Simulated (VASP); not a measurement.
# Re (P6_3/mmc) in VASP: notebook

Aim: see how the results for Re move with the level of theory and the settings. Levels: PBE, PBEsol. Tasks: single point, relaxation of the atoms.

All numbers are computed with VASP 6.6.1; they aren't measurements. Logs are shortened: lines on timing, memory, paths and dates and some standing lists are left out, and cuts for length are marked.

## 1. The cell of the first run

It takes space group P6_3/mmc (No. 194, hexagonal). Conventional cell: a = 2.765 Å, b = 2.765 Å, c = 4.474 Å, α = 90.00°, β = 90.00°, γ = 120.00°. Within 3.6 Å of Re (site symmetry -6m2) lie 12 Re at 2.75 to 2.77 Å.

## 2. Single point, PBE

File INCAR:

```
  PREC = Accurate
  ENCUT = 520
  EDIFF = 1E-7
  ISMEAR = 0
  SIGMA = 0.1
  LREAL = F
  LASPH = T
  NELM = 100
  ALGO = Fast
  ISIF = 2
  LWAVE = F
  LCHARG = F
  GGA = PE
  NBANDS = 14
```

File KPOINTS:

```
Automatic mesh
0
Gamma
  5 5 3
```

File POSCAR:

```
Re
1.0
    2.7653363785      0.0000000000      0.0000000000
   -1.3826681893      2.3948515538      0.0000000000
    0.0000000000      0.0000000000      4.4735766300
Re
2
Direct
    0.3333333333      0.6666666667      0.2500000000
    0.6666666667      0.3333333333      0.7500000000
```

Potentials or basis: VASP PAW PBE potentials, release 64 (Re).

Started as:

```bash
$ cat potpaw_PBE.64/Re/POTCAR > POTCAR
$ mpirun -np 1 vasp_std > vasp.out
```

OUTCAR:

```text
PREC = Accurate
   ENCUT = 520
   EDIFF = 1E-7
   ISMEAR = 0
   LREAL = F
   LASPH = T
   NELM = 100
   ISIF = 2
   GGA = PE

 ion  position               nearest neighbor table
   1  0.333  0.667  0.250-   2 2.75   2 2.75   2 2.75   2 2.75   2 2.75   2 2.75
   2  0.667  0.333  0.750-   1 2.75   1 2.75   1 2.75   1 2.75   1 2.75   1 2.75

  LATTYP: Found a hexagonal cell.
 ALAT       =     2.7653363785
 C/A-ratio  =     1.6177332583

  Lattice vectors:

 A1 = (   2.7653363785,   0.0000000000,   0.0000000000)
 A2 = (  -1.3826681893,   2.3948515538,   0.0000000000)
 A3 = (   0.0000000000,   0.0000000000,   4.4735766300)

Analysis of symmetry for initial positions (statically):
=====================================================================
 Subroutine PRICEL returns:
 Original cell was already a primitive cell.

 Routine SETGRP: Setting up the symmetry group for a
 hexagonal supercell.

 Subroutine GETGRP returns: Found 24 space group operations
 (whereof 12 operations were pure point group operations)
 out of a pool of 24 trial point group operations.

The static configuration has the point symmetry D_3d.
 The point group associated with its full space group is D_6h.

Analysis of symmetry for dynamics (positions and initial velocities):
=====================================================================
 Subroutine PRICEL returns:
 Original cell was already a primitive cell.

 Routine SETGRP: Setting up the symmetry group for a
 hexagonal supercell.

 Subroutine GETGRP returns: Found 24 space group operations
 (whereof 12 operations were pure point group operations)
 out of a pool of 24 trial point group operations.

The dynamic configuration has the point symmetry D_3d.
 The point group associated with its full space group is D_6h.

 Subroutine INISYM returns: Found 24 space group operations
 (whereof 12 operations are pure point group operations),
 and found     1 'primitive' translations

----------------------------------------------------------------------------------------

                                     Primitive cell

  volume of cell :      29.6266

  direct lattice vectors                    reciprocal lattice vectors
     2.765336378  0.000000000  0.000000000     0.361619660  0.208781208  0.000000000
    -1.382668189  2.394851554  0.000000000     0.000000000  0.417562416  0.000000000
     0.000000000  0.000000000  4.473576630     0.000000000  0.000000000  0.223534787

  length of vectors
     2.765336378  2.765336379  4.473576630     0.417562416  0.417562416  0.223534787

  position of ions in fractional coordinates (direct lattice)
     0.333333333  0.666666667  0.250000000
     0.666666667  0.333333333  0.750000000

  ion indices of the primitive-cell ions
   primitive index   ion index
                 1           1
                 2           2

----------------------------------------------------------------------------------------

 KPOINTS: Automatic mesh

Automatic generation of k-mesh.
 Grid dimensions read from file:
 generate k-points for:    5    5    3

 Generating k-lattice:

  Cartesian coordinates                     Fractional coordinates (reciprocal lattice)
     0.072323932  0.041756242  0.000000000     0.200000000  0.000000000  0.000000000
     0.000000000  0.083512483  0.000000000     0.000000000  0.200000000  0.000000000
     0.000000000  0.000000000  0.074511596     0.000000000  0.000000000  0.333333333

  Length of vectors
     0.083512483  0.083512483  0.074511596

  Shift w.r.t. Gamma in fractional coordinates (k-lattice)
     0.000000000  0.000000000  0.000000000

 Subroutine IBZKPT returns following result:
 ===========================================

 Found     10 irreducible k-points:

 Following reciprocal coordinates:
            Coordinates               Weight
  0.000000  0.000000  0.000000      1.000000
  0.200000 -0.000000  0.000000      6.000000
  0.400000  0.000000  0.000000      6.000000
  0.200000  0.200000  0.000000      6.000000
  0.400000  0.200000  0.000000      6.000000
  0.000000  0.000000  0.333333      2.000000
  0.200000 -0.000000  0.333333     12.000000
  0.400000  0.000000  0.333333     12.000000
  0.200000  0.200000  0.333333     12.000000
  0.400000  0.200000  0.333333     12.000000
   k-points           NKPTS =     10   k-points in BZ     NKDIM =     10   number of bands    NBANDS=     14
   number of dos      NEDOS =    301   number of ions     NIONS =      2
   total plane-waves  NPLWV =  20736
   dimension x,y,z NGX =    24 NGY =   24 NGZ =   36
   dimension x,y,z NGXF=    48 NGYF=   48 NGZF=   72
   ions per type =               2
   NGX,Y,Z   is equivalent  to a cutoff of  14.43, 14.43, 13.38 a.u.
   NGXF,Y,Z  is equivalent  to a cutoff of  28.86, 28.86, 26.76 a.u.
 SYSTEM =  unknown system
   PREC   = accura    normal or accurate (medium, high low for compatibility)
   ISTART =      0    job   : 0-new  1-cont  2-samecut
   ICHARG =      2    charge: 1-file 2-atom 10-const
   ISPIN  =      1    spin polarized calculation?
   LNONCOLLINEAR =      F non collinear calculations
   LSORBIT =      F    spin-orbit coupling
   LASPH  =      T    aspherical Exc in radial PAW
   ENCUT  =  520.0 eV  38.22 Ry    6.18 a.u.   5.14  5.14  8.32*2*pi/ulx,y,z
   NELM   =    100;   NELMIN=  2; NELMDL= -5     # of ELM steps
   EDIFF  = 0.1E-06   stopping-criterion for ELM
   LREAL  =      F    real-space projection
   EDIFFG = 0.1E-05   stopping-criterion for IOM
   NSW    =      0    number of steps for IOM
   IBRION =     -1    ionic relax: 0-MD 1-quasi-New 2-CG
   NFREE  =      0    steps in history (QN), initial steepest desc. (CG)
   ISIF   =      2    stress and relaxation
   ISYM   =      2    0-nonsym 1-usesym 2-fastsym
   POTIM  = 0.5000    time-step for ionic-motion
   TEBEG  =    0.0;   TEEND  =   0.0 temperature during run
   PSTRESS=    0.0 pullay stress
   NELECT =      14.0000    total number of electrons
   NUPDOWN=      -1.0000    fix difference up-down
   EMIN   =  10.00;   EMAX   =-10.00  energy-range for DOS
   EFERMI =   0.00;   METHOD = LEGACY
   ISMEAR =     0;   SIGMA  =   0.10  broadening in eV -4-tet -1-fermi 0-gaus
   EFERMI_NEDOS =   21; number of points for ismear=-14 and -15
   IALGO  =     68    algorithm
   IMIX   =      4    mixing-type and parameters
     AMIX     =   0.40;   BMIX     =  1.00
     AMIX_MAG =   1.60;   BMIX_MAG =  1.00
  volume/ion in A,a.u.               =      14.81        99.96
  Fermi-wavevector in a.u.,A,eV,Ry     =   1.275138  2.409661 22.122743  1.625976
  Thomas-Fermi vector in A             =   2.407867
   LORBIT       =      0    0 simple, 1 ext, 2 COOP (PROOUT), +10 PAW based schemes
   GGA     = PE    functional components
   LHFCALC =     F    Hartree Fock is set to
   AEXX    =    0.0000 exact exchange contribution
   IVDW    =     0    specifies the selected vdW correction
   LEPSILON=     F    determine dielectric tensor
   LRPA    =     F    only Hartree local field effects (RPA)
 non-spin polarized calculation
 RMM-DIIS sequential band-by-band and
 Gauss-broadening in eV      SIGMA  =   0.10
  energy-cutoff  :      520.00
  volume of cell :       29.63
 maximum number of plane-waves:       803
 NGX is ok and might be reduce to    24
   NGX = 11   NGY = 11   NGZ = 17

 number of electron      14.0000000 magnetization

 Free energy of the ion-electron system (eV)
  ---------------------------------------------------
  ext. energy  EPLUGINS =         0.00000000
  ---------------------------------------------------
  free energy    TOTEN  =       -24.88974967 eV

  energy without entropy =      -24.88218585  energy(sigma->0) =      -24.88596776

 E-fermi :   7.8129     XC(G=0): -13.6824

 val. band max:        7.7755680838   @ k =   0.2000  -0.0000   0.0000
 cond. band min:       7.9483604103   @ k =   0.4000   0.2000   0.3333
 fundamental gap:      0.1727923266
 Fermi energy:         7.8129392977

 k-point     1 :       0.0000    0.0000    0.0000
  band No.  band energies     occupation
      1      -2.0238      2.00000
      2       1.2292      2.00000
      3       6.2520      2.00000
      4       6.2628      2.00000
      5       6.2628      2.00000
      6       7.0890      2.00000
      7       7.0890      2.00000
      8       8.0495      0.00082
      9       8.0495      0.00082
     10       8.3868      0.00000
     11      11.1810      0.00000
     12      11.1810      0.00000
     13      17.7381      0.00000
     14      21.9287      0.00000

 k-point     2 :       0.2000   -0.0000    0.0000
  band No.  band energies     occupation
      1      -0.5310      2.00000
      2       2.4234      2.00000
      3       4.8793      2.00000
      4       5.2678      2.00000
      5       6.1938      2.00000
      6       7.1232      2.00000
      7       7.4538      2.00000
      8       7.7048      1.87365
      9       7.7756      1.40285
     10       8.4398      0.00000
     11      11.7309      0.00000
     12      15.1025      0.00000
     13      17.4310      0.00000
     14      24.0659      0.00000

 k-point     3 :       0.4000    0.0000    0.0000
  band No.  band energies     occupation
      1       1.7155      2.00000
      2       2.1638      2.00000
      3       2.9298      2.00000
      4       5.5788      2.00000
      5       6.0849      2.00000
      6       6.5874      2.00000
      7       6.9475      2.00000
      8      11.0090      0.00000
      9      11.4189      0.00000
     10      11.4654      0.00000
     11      12.1294      0.00000
     12      17.0173      0.00000
     13      17.7887      0.00000
     14      19.4269      0.00000
[... 86 lines left out ...]
 k-point     9 :       0.2000    0.2000    0.3333
  band No.  band energies     occupation
      1       2.0338      2.00000
      2       2.8842      2.00000
      3       4.2225      2.00000
      4       4.3880      2.00000
      5       5.6331      2.00000
      6       5.9146      2.00000
      7       6.7718      2.00000
      8       8.7542      0.00000
      9      10.3154      0.00000
     10      11.4241      0.00000
     11      12.1010      0.00000
     12      13.8260      0.00000
     13      19.9112      0.00000
     14      22.1056      0.00000

 k-point    10 :       0.4000    0.2000    0.3333
  band No.  band energies     occupation
      1       2.2272      2.00000
      2       3.2282      2.00000
      3       3.7692      2.00000
      4       4.7042      2.00000
      5       5.0631      2.00000
      6       6.7228      2.00000
      7       7.9484      0.05547
      8       9.1739      0.00000
      9      11.0108      0.00000
     10      11.8670      0.00000
     11      14.9414      0.00000
     12      15.2870      0.00000
     13      18.5261      0.00000
     14      18.8876      0.00000

------------------------ aborting loop because EDIFF is reached ----------------------------------------

  FORCE on cell =-STRESS in cart. coord.  units (eV):
  Direction    XX          YY          ZZ          XY          YZ          ZX
  --------------------------------------------------------------------------------------
  -------------------------------------------------------------------------------------
  Total        0.7459697      0.7459697     -0.9736982     -0.0000000     -0.0000000      0.0000000
  in kB       40.3413384     40.3413384    -52.6566837     -0.0000000     -0.0000000      0.0000000
  external PRESSURE =       9.3419977 kB  Pullay stress =       0.0000000 kB

 VOLUME and BASIS-vectors are now :
 -----------------------------------------------------------------------------
  energy-cutoff  :      520.00
  volume of cell :       29.63
      direct lattice vectors                 reciprocal lattice vectors
     2.765336378  0.000000000  0.000000000     0.361619660  0.208781208  0.000000000
    -1.382668189  2.394851554  0.000000000     0.000000000  0.417562416  0.000000000
     0.000000000  0.000000000  4.473576630     0.000000000  0.000000000  0.223534787

 POSITION                                       TOTAL-FORCE (eV/Angst)
 -----------------------------------------------------------------------------------
     -0.00000      1.59657      1.11839        -0.000000      0.000000      0.000000
      1.38267      0.79828      3.35518         0.000000     -0.000000      0.000000
 -----------------------------------------------------------------------------------
    total drift:                                0.000000     -0.000000     -0.000000

  FREE ENERGIE OF THE ION-ELECTRON SYSTEM (eV)
  ---------------------------------------------------
  free  energy   TOTEN  =       -24.8897496721 eV

  energy  without entropy=      -24.8821858487  energy(sigma->0) =      -24.88596776
```

Wall time 9 s (1 thread of Intel Xeon Platinum 8488C (Sapphire Rapids), shared host); peak memory 0.14 GiB.

What came out:

```
Free energy            : -24.8897 eV
Pressure               : 0.9 GPa
Band gap on the k mesh : zero (band 7 reaches 8.33 eV, above the bottom of band 8 at 6.49 eV)
```

Levels at points of the mesh, in eV from the Fermi level:
| k point | band 5 | band 6 | band 7 | band 8 | band 9 | band 10 |
| --- | --- | --- | --- | --- | --- | --- |
| (0.00, 0.00, 0.00) | -1.55 | -0.72 | -0.72 | 0.24 | 0.24 | 0.57 |

Caveat: the k points lie up to 0.52 Å⁻¹ apart; spin-orbit coupling is left out, which moves the levels of the heavy elements.

## 3. Single point, PBE

File INCAR:

```
PREC = Accurate ; ENCUT = 520
EDIFF = 1E-7 ; ISMEAR = 0
SIGMA = 0.1 ; LREAL = F
LASPH = T ; NELM = 60
ALGO = Normal ; ISIF = 2
LWAVE = F ; LCHARG = F
GGA = PE ; NBANDS = 14
```

File KPOINTS:

```
regular mesh
0
Gamma
  9 9 6
```

File POSCAR:

```
Re
1.0
    2.7653363785      0.0000000000      0.0000000000
   -1.3826681893      2.3948515538      0.0000000000
    0.0000000000      0.0000000000      4.4735766300
Re
2
Direct
    0.3333333300      0.6666666700      0.2500000000
    0.6666666700      0.3333333300      0.7500000000
```

Potentials or basis: VASP PAW PBE potentials, release 64 (Re).

Started as:

```bash
$ cat potpaw_PBE.64/Re/POTCAR > POTCAR
$ mpirun -np 1 vasp_std > vasp.out
```

Run time: 21 s. Hardware: 1 thread of Intel Xeon Platinum 8488C (Sapphire Rapids), shared host; peak memory 0.16 GiB.

Results (log left out):

```yaml
Free_energy: -24.8525 eV
Pressure: 3.0 GPa
Band_gap_on_the_k_mesh: zero (band 7 reaches 9.01 eV, above the bottom of band 8 at 6.12 eV)
```

Stress tensor (GPa, compression positive):
```
3.16 0.00 0.00
0.00 3.16 0.00
0.00 0.00 2.71
```

Levels at points of the mesh, in eV from the Fermi level:
| k point | band 3 | band 4 | band 5 | band 6 | band 7 | band 8 | band 9 | band 10 | band 11 | band 12 |
| --- | --- | --- | --- | --- | --- | --- | --- | --- | --- | --- |
| (0.00, 0.00, 0.00) | -1.60 | -1.57 | -1.57 | -0.75 | -0.75 | 0.19 | 0.19 | 0.57 | 3.32 | 3.32 |
| (0.00, 0.00, 0.50) | -2.39 | -2.39 | -1.69 | -1.69 | -1.69 | -1.69 | 2.51 | 2.51 | 2.51 | 2.51 |

Caveat: spin-orbit coupling is left out, which moves the levels of the heavy elements.

[end of part 1 of 2]
